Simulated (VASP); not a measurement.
# TePb (I4/mmm) in VASP: single point with PBE

Aim: the single point of TePb with PBE.

All numbers are computed with VASP 6.6.1; they aren't measurements. Logs are shortened: lines on timing, memory, paths and dates and some standing lists are left out, and cuts for length are marked.

### Step 1. The cell of the first run

The structure is tetragonal, space group I4/mmm (No. 139). The conventional cell has a = 4.632 Å, b = 4.632 Å, c = 6.454 Å, α = 90.00°, β = 90.00°, γ = 90.00°. Within 4.2 Å of Te (site symmetry 4/mmm) lie 6 Pb at 3.23 to 3.28 Å. Pb (site symmetry 4/mmm) has 6 Te at 3.23 to 3.28 Å within 4.2 Å.

### Step 2. Single point, PBE (x and y stretched by +1.5 %, z held)

INCAR reads:

```
PREC     = Accurate       # precision mode
ENCUT    = 520            # plane-wave cutoff, eV
EDIFF    = 1E-7           # SCF threshold, eV
ISMEAR   = -1             # smearing method
SIGMA    = 0.08           # smearing width, eV
LREAL    = False          # projectors in reciprocal space
LASPH    = True           # aspherical terms in the spheres
NELM     = 60             # most SCF steps
ALGO     = Normal         # electronic algorithm
ISIF     = 2              # what is computed and relaxed
LWAVE    = False          # write WAVECAR
LCHARG   = False          # write CHGCAR
GGA      = PE             # functional
NBANDS   = 17             # bands
```

KPOINTS reads:

```
Automatic mesh
0
Gamma
  11 11 11
```

POSCAR reads:

```
TePb
1.0
    0.0000000000      3.2754050000      3.2270000000
    3.2754050000      0.0000000000      3.2270000000
    3.2754050000      3.2754050000      0.0000000000
Te Pb
1 1
Direct
    0.5000000000      0.5000000000      0.5000000000
    0.0000000000      0.0000000000      0.0000000000
```

Potentials or basis: VASP PAW PBE potentials, release 64 (Te, Pb_d).

Command:

```console
$ cat potpaw_PBE.64/Te/POTCAR potpaw_PBE.64/Pb_d/POTCAR > POTCAR
$ mpirun -np 1 vasp_std > vasp.out
```

OUTCAR:

```text
PREC = Accurate
   ENCUT = 520
   EDIFF = 1E-7
   ISMEAR = -1
   LREAL = False
   LASPH = True
   NELM = 60
   ISIF = 2
   GGA = PE

 ion  position               nearest neighbor table
   1  0.500  0.500  0.500-   2 3.23   2 3.23   2 3.28   2 3.28   2 3.28   2 3.28
   2  0.000  0.000  0.000-   1 3.23   1 3.23   1 3.28   1 3.28   1 3.28   1 3.28

  LATTYP: Found a body centered tetragonal cell.
 ALAT       =     4.6321221733
 C/A-ratio  =     1.3933138546

  Lattice vectors:

 A1 = (   0.0000000000,  -3.2754050000,  -3.2270000000)
 A2 = (   0.0000000000,   3.2754050000,  -3.2270000000)
 A3 = (   3.2754050000,   0.0000000000,   3.2270000000)

Analysis of symmetry for initial positions (statically):
=====================================================================
 Subroutine PRICEL returns:
 Original cell was already a primitive cell.

 Routine SETGRP: Setting up the symmetry group for a
 body centered tetragonal supercell.

 Subroutine GETGRP returns: Found 16 space group operations
 (whereof 16 operations were pure point group operations)
 out of a pool of 16 trial point group operations.

The static configuration has the point symmetry D_4h.

Analysis of symmetry for dynamics (positions and initial velocities):
=====================================================================
 Subroutine PRICEL returns:
 Original cell was already a primitive cell.

 Routine SETGRP: Setting up the symmetry group for a
 body centered tetragonal supercell.

 Subroutine GETGRP returns: Found 16 space group operations
 (whereof 16 operations were pure point group operations)
 out of a pool of 16 trial point group operations.

The dynamic configuration has the point symmetry D_4h.

 Subroutine INISYM returns: Found 16 space group operations
 (whereof 16 operations are pure point group operations),
 and found     1 'primitive' translations

----------------------------------------------------------------------------------------

                                     Primitive cell

  volume of cell :      69.2403

  direct lattice vectors                    reciprocal lattice vectors
     0.000000000  3.275405000  3.227000000    -0.152652878  0.152652878  0.154942671
     3.275405000  0.000000000  3.227000000     0.152652878 -0.152652878  0.154942671
     3.275405000  3.275405000  0.000000000     0.152652878  0.152652878 -0.154942671

  length of vectors
     4.598022065  4.598022065  4.632122173     0.265731130  0.265731130  0.265731130

  position of ions in fractional coordinates (direct lattice)
     0.500000000  0.500000000  0.500000000
     0.000000000  0.000000000  0.000000000

  ion indices of the primitive-cell ions
   primitive index   ion index
                 1           1
                 2           2

----------------------------------------------------------------------------------------

 KPOINTS: Automatic mesh

Automatic generation of k-mesh.
 Grid dimensions read from file:
 generate k-points for:   11   11   11

 Generating k-lattice:

  Cartesian coordinates                     Fractional coordinates (reciprocal lattice)
    -0.013877534  0.013877534  0.014085697     0.090909091 -0.000000000  0.000000000
     0.013877534 -0.013877534  0.014085697    -0.000000000  0.090909091  0.000000000
     0.013877534  0.013877534 -0.014085697     0.000000000  0.000000000  0.090909091

  Length of vectors
     0.024157375  0.024157375  0.024157375

  Shift w.r.t. Gamma in fractional coordinates (k-lattice)
     0.000000000  0.000000000  0.000000000

 Subroutine IBZKPT returns following result:
 ===========================================

 Found    126 irreducible k-points:

 Following reciprocal coordinates:
            Coordinates               Weight
  0.000000  0.000000  0.000000      1.000000
  0.090909 -0.000000  0.000000      8.000000
  0.181818  0.000000  0.000000      8.000000
  0.272727  0.000000  0.000000      8.000000
  0.363636 -0.000000  0.000000      8.000000
  0.454545  0.000000  0.000000      8.000000
[... 16 lines left out ...]
 -0.272727  0.181818  0.000000      8.000000
 -0.181818  0.181818  0.000000      4.000000
 [... further k-points ...]
   k-points           NKPTS =    126   k-points in BZ     NKDIM =    126   number of bands    NBANDS=     17
   number of dos      NEDOS =    301   number of ions     NIONS =      2
   total plane-waves  NPLWV =  46656
   dimension x,y,z NGX =    36 NGY =   36 NGZ =   36
   dimension x,y,z NGXF=    72 NGYF=   72 NGZF=   72
   ions per type =               1   1
   NGX,Y,Z   is equivalent  to a cutoff of  13.02, 13.02, 12.92 a.u.
   NGXF,Y,Z  is equivalent  to a cutoff of  26.03, 26.03, 25.84 a.u.
 SYSTEM =  unknown system
   PREC   = accura    normal or accurate (medium, high low for compatibility)
   ISTART =      0    job   : 0-new  1-cont  2-samecut
   ICHARG =      2    charge: 1-file 2-atom 10-const
   ISPIN  =      1    spin polarized calculation?
   LNONCOLLINEAR =      F non collinear calculations
   LSORBIT =      F    spin-orbit coupling
   LASPH  =      T    aspherical Exc in radial PAW
   ENCUT  =  520.0 eV  38.22 Ry    6.18 a.u.   8.55  8.55  8.61*2*pi/ulx,y,z
   NELM   =     60;   NELMIN=  2; NELMDL= -5     # of ELM steps
   EDIFF  = 0.1E-06   stopping-criterion for ELM
   LREAL  =      F    real-space projection
   EDIFFG = 0.1E-05   stopping-criterion for IOM
   NSW    =      0    number of steps for IOM
   IBRION =     -1    ionic relax: 0-MD 1-quasi-New 2-CG
   NFREE  =      0    steps in history (QN), initial steepest desc. (CG)
   ISIF   =      2    stress and relaxation
   ISYM   =      2    0-nonsym 1-usesym 2-fastsym
   POTIM  = 0.5000    time-step for ionic-motion
   TEBEG  =    0.0;   TEEND  =   0.0 temperature during run
   PSTRESS=    0.0 pullay stress
   NELECT =      20.0000    total number of electrons
   NUPDOWN=      -1.0000    fix difference up-down
   EMIN   =  10.00;   EMAX   =-10.00  energy-range for DOS
   EFERMI =   0.00;   METHOD = LEGACY
   ISMEAR =    -1;   SIGMA  =   0.08  broadening in eV -4-tet -1-fermi 0-gaus
   EFERMI_NEDOS =   21; number of points for ismear=-14 and -15
   IALGO  =     38    algorithm
   IMIX   =      4    mixing-type and parameters
     AMIX     =   0.40;   BMIX     =  1.00
     AMIX_MAG =   1.60;   BMIX_MAG =  1.00
  volume/ion in A,a.u.               =      34.62       233.63
  Fermi-wavevector in a.u.,A,eV,Ry     =   1.082178  2.045019 15.933894  1.171108
  Thomas-Fermi vector in A             =   2.218212
   LORBIT       =      0    0 simple, 1 ext, 2 COOP (PROOUT), +10 PAW based schemes
   GGA     = PE    functional components
   LHFCALC =     F    Hartree Fock is set to
   AEXX    =    0.0000 exact exchange contribution
   IVDW    =     0    specifies the selected vdW correction
   LEPSILON=     F    determine dielectric tensor
   LRPA    =     F    only Hartree local field effects (RPA)
 non-spin polarized calculation
  energy-cutoff  :      520.00
  volume of cell :       69.24
 maximum number of plane-waves:      1885
 NGX is ok and might be reduce to    36
   NGX = 17   NGY = 17   NGZ = 17

 number of electron      20.0000003 magnetization

 Free energy of the ion-electron system (eV)
  ---------------------------------------------------
  ext. energy  EPLUGINS =         0.00000000
  ---------------------------------------------------
  free energy    TOTEN  =        -7.51481149 eV

  energy without entropy =       -7.51469872  energy(sigma->0) =       -7.51475510

 E-fermi :   5.7341     XC(G=0):  -9.1828

 val. band max:        5.2509128154   @ k =   0.4545   0.0000   0.0000
 cond. band min:       6.1414020398   @ k =   0.4545   0.0000   0.0000
 fundamental gap:      0.8904892243
 Fermi energy:         5.7341385748

 k-point     1 :       0.0000    0.0000    0.0000
  band No.  band energies     occupation
      1     -11.3923      2.00000
      2     -11.3859      2.00000
      3     -11.3848      2.00000
      4     -11.3801      2.00000
      5     -11.3801      2.00000
      6      -6.5144      2.00000
[... 9 lines left out ...]
     16      11.2075      0.00000
     17      12.7503      0.00000

 k-point     2 :       0.0909   -0.0000    0.0000
  band No.  band energies     occupation
      1     -11.3930      2.00000
      2     -11.3869      2.00000
      3     -11.3841      2.00000
      4     -11.3796      2.00000
      5     -11.3791      2.00000
      6      -6.4458      2.00000
[... 9 lines left out ...]
     16      11.3320      0.00000
     17      13.2593      0.00000

 k-point     3 :       0.1818    0.0000    0.0000
  band No.  band energies     occupation
      1     -11.3952      2.00000
      2     -11.3900      2.00000
      3     -11.3825      2.00000
      4     -11.3774      2.00000
      5     -11.3760      2.00000
      6      -6.2444      2.00000
[... 9 lines left out ...]
     16      11.7496      0.00000
     17      14.4025      0.00000

 k-point     4 :       0.2727    0.0000    0.0000
  band No.  band energies     occupation
      1     -11.3986      2.00000
      2     -11.3941      2.00000
      3     -11.3812      2.00000
      4     -11.3736      2.00000
      5     -11.3715      2.00000
      6      -5.9262      2.00000
[... 9 lines left out ...]
     16      12.4108      0.00000
     17      15.7196      0.00000

 k-point     5 :       0.3636   -0.0000    0.0000
  band No.  band energies     occupation
      1     -11.4018      2.00000
      2     -11.3979      2.00000
      3     -11.3804      2.00000
      4     -11.3698      2.00000
      5     -11.3672      2.00000
      6      -5.5352      2.00000
[... 9 lines left out ...]
     16      13.3122      0.00000
     17      15.9895      0.00000

 k-point     6 :       0.4545    0.0000    0.0000
  band No.  band energies     occupation
      1     -11.4038      2.00000
      2     -11.4001      2.00000
      3     -11.3801      2.00000
      4     -11.3674      2.00000
      5     -11.3646      2.00000
      6      -5.2027      2.00000
[... 9 lines left out ...]
     16      14.3143      0.00000
     17      14.8670      0.00000

 k-point     7 :       0.0909    0.0909    0.0000
  band No.  band energies     occupation
      1     -11.3914      2.00000
      2     -11.3887      2.00000
      3     -11.3856      2.00000
      4     -11.3784      2.00000
      5     -11.3784      2.00000
      6      -6.4200      2.00000
[... 9 lines left out ...]
     16      11.5694      0.00000
     17      12.8892      0.00000

 k-point     8 :       0.1818    0.0909    0.0000
  band No.  band energies     occupation
      1     -11.3923      2.00000
      2     -11.3917      2.00000
      3     -11.3856      2.00000
      4     -11.3761      2.00000
      5     -11.3755      2.00000
      6      -6.2601      2.00000
[... 9 lines left out ...]
     16      12.0811      0.00000
     17      13.5100      0.00000
[... 203 lines left out ...]
      1     -11.4089      2.00000
      2     -11.3918      2.00000
      3     -11.3865      2.00000
      4     -11.3681      2.00000
      5     -11.3654      2.00000
      6      -5.5745      2.00000
[... 9 lines left out ...]
     16      14.2001      0.00000
     17      15.0189      0.00000

 k-point    20 :       0.4545    0.1818    0.0000
  band No.  band energies     occupation
      1     -11.4113      2.00000
      2     -11.3952      2.00000
      3     -11.3837      2.00000
      4     -11.3671      2.00000
      5     -11.3628      2.00000
      6      -5.2189      2.00000
[... 9 lines left out ...]
     16      14.9440      0.00000
     17      14.9809      0.00000

 k-point    21 :      -0.4545    0.1818    0.0000
  band No.  band energies     occupation
      1     -11.4105      2.00000
      2     -11.3984      2.00000
      3     -11.3803      2.00000
      4     -11.3678      2.00000
      5     -11.3628      2.00000
      6      -5.0123      2.00000
[... 9 lines left out ...]
     16      14.2358      0.00000
     17      15.8337      0.00000

 k-point    22 :      -0.3636    0.1818    0.0000
  band No.  band energies     occupation
      1     -11.4066      2.00000
      2     -11.4004      2.00000
      3     -11.3775      2.00000
      4     -11.3699      2.00000
      5     -11.3652      2.00000
      6      -5.1453      2.00000
[... 9 lines left out ...]
     16      13.3164      0.00000
     17      15.9790      0.00000

 k-point    23 :      -0.2727    0.1818    0.0000
  band No.  band energies     occupation
      1     -11.4010      2.00000
      2     -11.4009      2.00000
      3     -11.3763      2.00000
      4     -11.3726      2.00000
      5     -11.3691      2.00000
      6      -5.4871      2.00000
[... 9 lines left out ...]
     16      14.4991      0.00000
     17      14.9506      0.00000

 k-point    24 :      -0.1818    0.1818    0.0000
  band No.  band energies     occupation
      1     -11.4001      2.00000
      2     -11.3953      2.00000
      3     -11.3775      2.00000
      4     -11.3746      2.00000
      5     -11.3728      2.00000
      6      -5.8344      2.00000
[... 9 lines left out ...]
     16      13.8800      0.00000
     17      14.1014      0.00000

 [... further k-points ...]
[... 5 lines left out ...]
  --------------------------------------------------------------------------------------
  -------------------------------------------------------------------------------------
  Total        0.1631454      0.1631454      0.8897098      0.0000000      0.0000000     -0.0000000
  in kB        3.7750815      3.7750815     20.5873275      0.0000000      0.0000000     -0.0000000
  external PRESSURE =       9.3791635 kB  Pullay stress =       0.0000000 kB

 VOLUME and BASIS-vectors are now :
 -----------------------------------------------------------------------------
  energy-cutoff  :      520.00
  volume of cell :       69.24
      direct lattice vectors                 reciprocal lattice vectors
     0.000000000  3.275405000  3.227000000    -0.152652878  0.152652878  0.154942671
     3.275405000  0.000000000  3.227000000     0.152652878 -0.152652878  0.154942671
     3.275405000  3.275405000  0.000000000     0.152652878  0.152652878 -0.154942671

 POSITION                                       TOTAL-FORCE (eV/Angst)
 -----------------------------------------------------------------------------------
      3.27541      3.27541      3.22700         0.000000     -0.000000     -0.000000
      0.00000      0.00000      0.00000        -0.000000      0.000000      0.000000
 -----------------------------------------------------------------------------------
    total drift:                               -0.000000      0.000000      0.000000

  FREE ENERGIE OF THE ION-ELECTRON SYSTEM (eV)
  ---------------------------------------------------
  free  energy   TOTEN  =        -7.5148114888 eV

  energy  without entropy=       -7.5146987200  energy(sigma->0) =       -7.51475510
```

Run time: 58 s. Hardware: 1 thread of Intel Xeon Platinum 8559C (Emerald Rapids), shared host; peak memory 0.31 GiB.

What came out:

```yaml
Free_energy: -7.5148 eV
Pressure: 0.9 GPa
Band_gap_on_the_k_mesh: 0.89 eV, direct
```

Stress tensor (GPa, compression positive):
```
0.38 0.00 0.00
0.00 0.38 0.00
0.00 0.00 2.06
```

Caveat: the cell differs from its parent crystal (x and y stretched by +1.5 %, z held); spin-orbit coupling is left out, which moves the levels of the heavy elements. A k mesh can miss the band edges.
